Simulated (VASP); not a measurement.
A run of VASP 6.6.1 is set up as follows.

The input POSCAR:

```
KF
1.0
    0.0000000000      2.6590552800      2.6590552800
    2.6590552800      0.0000000000      2.6590552800
    2.6590552800      2.6590552800      0.0000000000
K F
1 1
Direct
    0.0000000000      0.0000000000      0.0000000000
    0.5000000000      0.5000000000      0.5000000000
```

INCAR.step1

```
PREC = Accurate ; ENCUT = 520
ISMEAR = -1 ; SIGMA = 0.02
LREAL = False ; LASPH = True
NELM = 60 ; GGA = PE
ALGO = Normal ; EDIFF = 1E-4
LWAVE = True ; LCHARG = False
```

INCAR.step2

```
PREC = Accurate ; ENCUT = 520
EDIFF = 1E-6 ; ISMEAR = -1
SIGMA = 0.02 ; LREAL = False
LASPH = True ; NELM = 60
ALGO = Normal ; ISIF = 2
LWAVE = False ; LCHARG = False
METAGGA = R2SCAN ; LMIXTAU = True
IBRION = 2 ; NSW = 50
EDIFFG = -0.01 ; ISTART = 1
```

Contents of KPOINTS:

```
Automatic mesh
0
Gamma
  10 10 10
```

Potentials or basis: VASP PAW PBE potentials, release 64 (K_sv, F).

Run with:

```bash
$ cat potpaw_PBE.64/K_sv/POTCAR potpaw_PBE.64/F/POTCAR > POTCAR
$ cp INCAR.step1 INCAR
$ mpirun -np 1 vasp_std > vasp.out
$ cp INCAR.step2 INCAR
$ mpirun -np 1 vasp_std > vasp.out
```

Task: What does it give for the band gap on the k mesh?

Result: 6.91 eV, direct.

Final structure:
```yaml
crystal:
  lattice:
    - [0.00000, 2.65906, 2.65906]
    - [2.65906, 0.00000, 2.65906]
    - [2.65906, 2.65906, 0.00000]
  atoms:
    - { symbol: K, position: [0.00000, 0.00000, 0.00000] }
    - { symbol: F, position: [0.50000, 0.50000, 0.50000] }
```

Caveat: the relaxation stopped at its first step, so nothing moved. A k mesh can miss the band edges.
